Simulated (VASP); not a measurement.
# Si3Ge2 (R-3m) in VASP: a series of runs

Si3Ge2 is run at these levels: PBE; tasks: single point.

Everything below comes from runs of VASP 6.6.1. Logs are shortened: lines on timing, memory, paths and dates and some standing lists are left out, and cuts for length are marked.

## Step 1: The cell of the first run

It takes space group R-3m (No. 166, trigonal). The conventional cell has a = 2.877 Å, b = 2.877 Å, c = 35.231 Å, α = 90.00°, β = 90.00°, γ = 120.00°. Si (site symmetry -3m) has 6 Si at 2.88 Å and 6 Ge at 2.88 Å within 3.8 Å. Si (site symmetry 3m) has 9 Si at 2.88 Å and 3 Ge at 2.88 Å within 3.8 Å. Ge (site symmetry 3m) has 6 Ge at 2.88 Å and 6 Si at 2.88 Å within 3.8 Å.

## Step 2: Single point, PBE

INCAR

```
SYSTEM = Si3Ge2
  PREC = Accurate
  ENCUT = 520
  EDIFF = 1E-6
  ISMEAR = 0
  SIGMA = 0.1
  LREAL = .False.
  LASPH = .True.
  NELM = 100
  ALGO = Normal
  ISIF = 2
  LWAVE = .False.
  LCHARG = .True.
  GGA = PE
  LELF = .True.
  LVHAR = .True.
  NBANDS = 28
```

KPOINTS

```
regular mesh
0
Gamma
  6 6 6
  0 0 0
```

POSCAR

```
Si3Ge2
1.0
    1.4382955600      0.8304003300     11.7436340900
   -1.4382955600      0.8304003300     11.7436340900
    0.0000000000     -1.6608006600     11.7436340900
Si Ge
3 2
Direct
    0.5000000000      0.5000000000      0.5000000000
    0.3000000000      0.3000000000      0.3000000000
    0.7000000000      0.7000000000      0.7000000000
    0.1000000000      0.1000000000      0.1000000000
    0.9000000000      0.9000000000      0.9000000000
```

Potentials or basis: VASP PAW PBE potentials, release 64 (Si, Ge_d).

On the command line:

```sh
$ cat potpaw_PBE.64/Si/POTCAR potpaw_PBE.64/Ge_d/POTCAR > POTCAR
$ mpirun -np 1 vasp_std > vasp.out
```

OUTCAR:

```text
SYSTEM = Si3Ge2
   PREC = Accurate
   ENCUT = 520
   EDIFF = 1E-6
   ISMEAR = 0
   LREAL = .False.
   LASPH = .True.
   NELM = 100
   ISIF = 2
   GGA = PE

 ion  position               nearest neighbor table
   1  0.500  0.500  0.500-   4 2.88   4 2.88   5 2.88   5 2.88   4 2.88   5 2.88
   2  0.300  0.300  0.300-   5 2.88   5 2.88   3 2.88   3 2.88   5 2.88   3 2.88
   3  0.700  0.700  0.700-   4 2.88   4 2.88   2 2.88   2 2.88   4 2.88   2 2.88
   4  0.100  0.100  0.100-   3 2.88   3 2.88   1 2.88   1 2.88   3 2.88   1 2.88
   5  0.900  0.900  0.900-   1 2.88   1 2.88   2 2.88   2 2.88   1 2.88   2 2.88

  LATTYP: Found a trigonal (rhomboedric) cell.
 ALAT       =    11.8604890483
 COS(alpha) =     0.9705882353

  Lattice vectors:

 A1 = (   1.4382955600,   0.8304003300,  11.7436340900)
 A2 = (  -1.4382955600,   0.8304003300,  11.7436340900)
 A3 = (   0.0000000000,  -1.6608006600,  11.7436340900)

Analysis of symmetry for initial positions (statically):
=====================================================================
 Subroutine PRICEL returns:
 Original cell was already a primitive cell.

 Routine SETGRP: Setting up the symmetry group for a
 trigonal (rhombohedral) supercell.

 Subroutine GETGRP returns: Found 12 space group operations
 (whereof 12 operations were pure point group operations)
 out of a pool of 12 trial point group operations.

The static configuration has the point symmetry D_3d.

Analysis of symmetry for dynamics (positions and initial velocities):
=====================================================================
 Subroutine PRICEL returns:
 Original cell was already a primitive cell.

 Routine SETGRP: Setting up the symmetry group for a
 trigonal (rhombohedral) supercell.

 Subroutine GETGRP returns: Found 12 space group operations
 (whereof 12 operations were pure point group operations)
 out of a pool of 12 trial point group operations.

The dynamic configuration has the point symmetry D_3d.

 Subroutine INISYM returns: Found 12 space group operations
 (whereof 12 operations are pure point group operations),
 and found     1 'primitive' translations

----------------------------------------------------------------------------------------

                                     Primitive cell

  volume of cell :      84.1568

  direct lattice vectors                    reciprocal lattice vectors
     1.438295560  0.830400330 11.743634090     0.347633695  0.200706407  0.028384172
    -1.438295560  0.830400330 11.743634090    -0.347633695  0.200706407  0.028384172
     0.000000000 -1.660800660 11.743634090     0.000000000 -0.401412814  0.028384172

  length of vectors
    11.860489048 11.860489048 11.860489049     0.402415095  0.402415095  0.402415095

  position of ions in fractional coordinates (direct lattice)
     0.500000000  0.500000000  0.500000000
     0.300000000  0.300000000  0.300000000
     0.700000000  0.700000000  0.700000000
     0.100000000  0.100000000  0.100000000
     0.900000000  0.900000000  0.900000000

  ion indices of the primitive-cell ions
   primitive index   ion index
                 1           1
                 2           2
                 3           3
                 4           4
                 5           5

----------------------------------------------------------------------------------------

 KPOINTS: regular mesh

Automatic generation of k-mesh.
 Grid dimensions read from file:
 generate k-points for:    6    6    6

 Generating k-lattice:

  Cartesian coordinates                     Fractional coordinates (reciprocal lattice)
     0.057938949  0.033451068  0.004730695     0.166666667  0.000000000  0.000000000
    -0.057938949  0.033451068  0.004730695     0.000000000  0.166666667  0.000000000
     0.000000000 -0.066902136  0.004730695     0.000000000  0.000000000  0.166666667

  Length of vectors
     0.067069183  0.067069183  0.067069182

  Shift w.r.t. Gamma in fractional coordinates (k-lattice)
     0.000000000  0.000000000  0.000000000

 Subroutine IBZKPT returns following result:
 ===========================================

 Found     32 irreducible k-points:

 Following reciprocal coordinates:
            Coordinates               Weight
  0.000000  0.000000  0.000000      1.000000
  0.166667  0.000000  0.000000      6.000000
  0.333333  0.000000  0.000000      6.000000
  0.500000 -0.000000  0.000000      3.000000
  0.166667  0.166667  0.000000      6.000000
  0.333333  0.166667  0.000000     12.000000
[... 16 lines left out ...]
  0.500000  0.500000  0.166667      6.000000
 -0.333333  0.500000  0.166667     12.000000
 [... further k-points ...]
   k-points           NKPTS =     32   k-points in BZ     NKDIM =     32   number of bands    NBANDS=     28
   number of dos      NEDOS =    301   number of ions     NIONS =      5
   total plane-waves  NPLWV = 729000
   dimension x,y,z NGX =    90 NGY =   90 NGZ =   90
   dimension x,y,z NGXF=   180 NGYF=  180 NGZF=  180
   ions per type =               3   2
   NGX,Y,Z   is equivalent  to a cutoff of  12.62, 12.62, 12.62 a.u.
   NGXF,Y,Z  is equivalent  to a cutoff of  25.23, 25.23, 25.23 a.u.
 SYSTEM =  Si3Ge2
   PREC   = accura    normal or accurate (medium, high low for compatibility)
   ISTART =      0    job   : 0-new  1-cont  2-samecut
   ICHARG =      2    charge: 1-file 2-atom 10-const
   ISPIN  =      1    spin polarized calculation?
   LNONCOLLINEAR =      F non collinear calculations
   LSORBIT =      F    spin-orbit coupling
   LASPH  =      T    aspherical Exc in radial PAW
   ENCUT  =  520.0 eV  38.22 Ry    6.18 a.u.  22.05 22.05 22.05*2*pi/ulx,y,z
   NELM   =    100;   NELMIN=  2; NELMDL= -5     # of ELM steps
   EDIFF  = 0.1E-05   stopping-criterion for ELM
   LREAL  =      F    real-space projection
   EDIFFG = 0.1E-04   stopping-criterion for IOM
   NSW    =      0    number of steps for IOM
   IBRION =     -1    ionic relax: 0-MD 1-quasi-New 2-CG
   NFREE  =      0    steps in history (QN), initial steepest desc. (CG)
   ISIF   =      2    stress and relaxation
   ISYM   =      2    0-nonsym 1-usesym 2-fastsym
   POTIM  = 0.5000    time-step for ionic-motion
   TEBEG  =    0.0;   TEEND  =   0.0 temperature during run
   PSTRESS=    0.0 pullay stress
   NELECT =      40.0000    total number of electrons
   NUPDOWN=      -1.0000    fix difference up-down
   EMIN   =  10.00;   EMAX   =-10.00  energy-range for DOS
   EFERMI =   0.00;   METHOD = LEGACY
   ISMEAR =     0;   SIGMA  =   0.10  broadening in eV -4-tet -1-fermi 0-gaus
   EFERMI_NEDOS =   21; number of points for ismear=-14 and -15
   IALGO  =     38    algorithm
   IMIX   =      4    mixing-type and parameters
     AMIX     =   0.40;   BMIX     =  1.00
     AMIX_MAG =   1.60;   BMIX_MAG =  1.00
  volume/ion in A,a.u.               =      16.83       113.58
  Fermi-wavevector in a.u.,A,eV,Ry     =   1.277610  2.414333 22.208623  1.632288
  Thomas-Fermi vector in A             =   2.410200
   LORBIT       =      0    0 simple, 1 ext, 2 COOP (PROOUT), +10 PAW based schemes
   GGA     = PE    functional components
   LHFCALC =     F    Hartree Fock is set to
   AEXX    =    0.0000 exact exchange contribution
   IVDW    =     0    specifies the selected vdW correction
   LEPSILON=     F    determine dielectric tensor
   LRPA    =     F    only Hartree local field effects (RPA)
 non-spin polarized calculation
 Gauss-broadening in eV      SIGMA  =   0.10
  energy-cutoff  :      520.00
  volume of cell :       84.16
 maximum number of plane-waves:      2317
 NGX is ok and might be reduce to    90
   NGX = 43   NGY = 43   NGZ = 43

 number of electron      40.0000016 magnetization

 Free energy of the ion-electron system (eV)
  ---------------------------------------------------
  ext. energy  EPLUGINS =         0.00000000
  ---------------------------------------------------
  free energy    TOTEN  =       -22.22291701 eV

  energy without entropy =      -22.19668843  energy(sigma->0) =      -22.20980272

 E-fermi :   8.2531     XC(G=0): -11.1095

 val. band max:        8.2511390147   @ k =   0.5000   0.1667  -0.0000
 cond. band min:       8.2622735163   @ k =  -0.1667   0.1667   0.0000
 fundamental gap:      0.0111345016
 Fermi energy:         8.2531016127

 k-point     1 :       0.0000    0.0000    0.0000
  band No.  band energies     occupation
      1     -16.5899      2.00000
      2     -16.5889      2.00000
      3     -16.5804      2.00000
      4     -16.5804      2.00000
      5     -16.5804      2.00000
      6     -16.5804      2.00000
[... 20 lines left out ...]
     27      16.6295      0.00000
     28      17.9209      0.00000

 k-point     2 :       0.1667    0.0000    0.0000
  band No.  band energies     occupation
      1     -16.5941      2.00000
      2     -16.5939      2.00000
      3     -16.5629      2.00000
      4     -16.5623      2.00000
      5     -16.5501      2.00000
      6     -16.5501      2.00000
[... 20 lines left out ...]
     27      15.0313      0.00000
     28      15.9484      0.00000

 k-point     3 :       0.3333    0.0000    0.0000
  band No.  band energies     occupation
      1     -16.6179      2.00000
      2     -16.6179      2.00000
      3     -16.5527      2.00000
      4     -16.5523      2.00000
      5     -16.5144      2.00000
      6     -16.5139      2.00000
[... 20 lines left out ...]
     27      13.9914      0.00000
     28      14.1638      0.00000

 k-point     4 :       0.5000   -0.0000    0.0000
  band No.  band energies     occupation
      1     -16.6301      2.00000
      2     -16.6301      2.00000
      3     -16.5699      2.00000
      4     -16.5695      2.00000
      5     -16.5153      2.00000
      6     -16.5152      2.00000
[... 578 lines left out ...]
     27      10.4928      0.00000
     28      11.8304      0.00000

 k-point    23 :       0.5000    0.5000    0.1667
  band No.  band energies     occupation
      1     -16.6179      2.00000
      2     -16.6179      2.00000
      3     -16.5527      2.00000
      4     -16.5523      2.00000
      5     -16.5144      2.00000
      6     -16.5139      2.00000
[... 20 lines left out ...]
     27      12.7587      0.00000
     28      14.5685      0.00000

 k-point    24 :      -0.3333    0.5000    0.1667
  band No.  band energies     occupation
      1     -16.5937      2.00000
      2     -16.5937      2.00000
      3     -16.5606      2.00000
      4     -16.5603      2.00000
      5     -16.5245      2.00000
      6     -16.5244      2.00000
[... 20 lines left out ...]
     27      11.4068      0.00000
     28      11.4656      0.00000

 [... further k-points ...]

------------------------ aborting loop because EDIFF is reached ----------------------------------------

  FORCE on cell =-STRESS in cart. coord.  units (eV):
  Direction    XX          YY          ZZ          XY          YZ          ZX
  --------------------------------------------------------------------------------------
  -------------------------------------------------------------------------------------
  Total        0.1970934      0.1970934     -0.4507288      0.0000000      0.0000000      0.0000000
  in kB        3.7522621      3.7522621     -8.5809724      0.0000000      0.0000000      0.0000000
  external PRESSURE =      -0.3588161 kB  Pullay stress =       0.0000000 kB

 VOLUME and BASIS-vectors are now :
 -----------------------------------------------------------------------------
  energy-cutoff  :      520.00
  volume of cell :       84.16
      direct lattice vectors                 reciprocal lattice vectors
     1.438295560  0.830400330 11.743634090     0.347633695  0.200706407  0.028384172
    -1.438295560  0.830400330 11.743634090    -0.347633695  0.200706407  0.028384172
     0.000000000 -1.660800660 11.743634090     0.000000000 -0.401412814  0.028384172

 POSITION                                       TOTAL-FORCE (eV/Angst)
 -----------------------------------------------------------------------------------
      0.00000      0.00000     17.61545         0.000000     -0.000000     -0.000000
      0.00000      0.00000     10.56927         0.000000      0.000000      0.453436
      0.00000      0.00000     24.66163         0.000000     -0.000000     -0.453436
      0.00000      0.00000      3.52309         0.000000     -0.000000     -0.013467
      0.00000      0.00000     31.70781         0.000000     -0.000000      0.013467
 -----------------------------------------------------------------------------------
    total drift:                                0.000000     -0.000000      0.000000

  FREE ENERGIE OF THE ION-ELECTRON SYSTEM (eV)
  ---------------------------------------------------
  free  energy   TOTEN  =       -22.2229170061 eV

  energy  without entropy=      -22.1966884336  energy(sigma->0) =      -22.20980272
```

Wall time 16 min (1 thread of Intel Xeon 6975P-C (Granite Rapids), shared host); peak memory 1.2 GiB.

What came out:

```yaml
Free_energy: -22.2229 eV
Pressure: 0.0 GPa
Largest_force: 0.453 eV/Å
Band_gap_on_the_k_mesh: zero (bands 20 and 21 overlap by 9.87 eV)
```

Forces on the atoms (eV/Å):
```
Si   0.000  0.000  0.000
Si   0.000  0.000  0.453
Si   0.000  0.000 -0.453
Ge   0.000  0.000 -0.013
Ge   0.000  0.000  0.013
```

Levels at points of the mesh, in eV from the Fermi level:
| k point | band 17 | band 18 | band 19 | band 20 | band 21 | band 22 |
| --- | --- | --- | --- | --- | --- | --- |
| (0.00, 0.00, 0.00) | -3.90 | 3.07 | 3.14 | 7.39 | 7.39 | 7.48 |
| (0.50, 0.00, 0.00) | -3.99 | -3.97 | -2.95 | -2.86 | 0.82 | 0.89 |
| (0.50, 0.50, 0.00) | -4.81 | -4.77 | -2.15 | -2.03 | -0.10 | 0.00 |
| (0.50, 0.50, 0.50) | -0.61 | -0.60 | 6.99 | 7.00 | 7.36 | 7.36 |

Caveat: the k points lie up to 0.42 Å⁻¹ apart, too coarse for converged energies and pressures of a metal.

## Step 3: Single point, PBE

This run uses another cell than the first one, of 17.11 Å³/atom.

INCAR

```
  PREC = Accurate
  ENCUT = 520
  EDIFF = 1E-7
  ISMEAR = 0
  SIGMA = 0.1
  LREAL = False
  LASPH = True
  NELM = 80
  ALGO = Normal
  ISIF = 2
  LWAVE = False
  LCHARG = False
  GGA = PE
  NBANDS = 28
```

KPOINTS

```
Automatic mesh
0
Gamma
  6 6 6
```

POSCAR

```
Si3Ge2
1.0
    1.5408748354      0.8896245010     10.3995532648
   -1.5408748354      0.8896245010     10.3995532648
    0.0000000000     -1.7792490021     10.3995532648
Si Ge
3 2
Direct
    0.5000000000      0.5000000000      0.5000000000
    0.3045180196      0.3045180196      0.3045180196
    0.6954819804      0.6954819804      0.6954819804
    0.1008180850      0.1008180850      0.1008180850
    0.8991819150      0.8991819150      0.8991819150
```

Potentials or basis: VASP PAW PBE potentials, release 64 (Si, Ge_d).

On the command line:

```sh
$ cat potpaw_PBE.64/Si/POTCAR potpaw_PBE.64/Ge_d/POTCAR > POTCAR
$ mpirun -np 1 vasp_std > vasp.out
```

It took 6.4 min on 1 thread of Intel Xeon 6975P-C (Granite Rapids), shared host; peak memory 0.88 GiB.

The run converged. Its results:

| Property | Result |
| --- | --- |
| Free energy | -22.7973 eV |
| Pressure | 0.1 GPa |
| Largest force | 0.021 eV/Å |
| Band gap on the k mesh | zero (bands 20 and 21 overlap by 7.20 eV) |

Forces on the atoms (eV/Å):
```
Si   0.000  0.000  0.000
Si   0.000  0.000 -0.021
Si   0.000  0.000  0.021
Ge   0.000  0.000  0.017
Ge   0.000  0.000 -0.017
```

Stress tensor (GPa, compression positive):
```
0.14 0.00 0.00
0.00 0.14 0.00
0.00 0.00 0.04
```

Levels at points of the mesh, in eV from the Fermi level:
| k point | band 16 | band 17 | band 18 | band 19 | band 20 | band 21 | band 22 | band 23 | band 24 | band 25 |
| --- | --- | --- | --- | --- | --- | --- | --- | --- | --- | --- |
| (0.00, 0.00, 0.00) | -1.33 | -1.25 | 4.35 | 4.35 | 5.01 | 5.01 | 5.94 | 5.94 | 6.10 | 6.10 |
| (0.50, 0.00, 0.00) | -5.97 | -3.55 | -3.12 | -2.16 | -2.04 | 0.84 | 1.33 | 2.42 | 2.73 | 3.47 |
| (0.50, 0.50, 0.00) | -5.32 | -4.43 | -4.32 | -0.97 | -0.34 | 0.53 | 0.71 | 1.09 | 1.75 | 2.61 |
| (0.50, 0.50, 0.50) | -4.84 | 2.48 | 3.19 | 4.35 | 4.35 | 5.10 | 5.10 | 5.47 | 5.47 | 7.04 |

Caveat: the k points lie up to 0.39 Å⁻¹ apart, too coarse for converged energies and pressures of a metal.
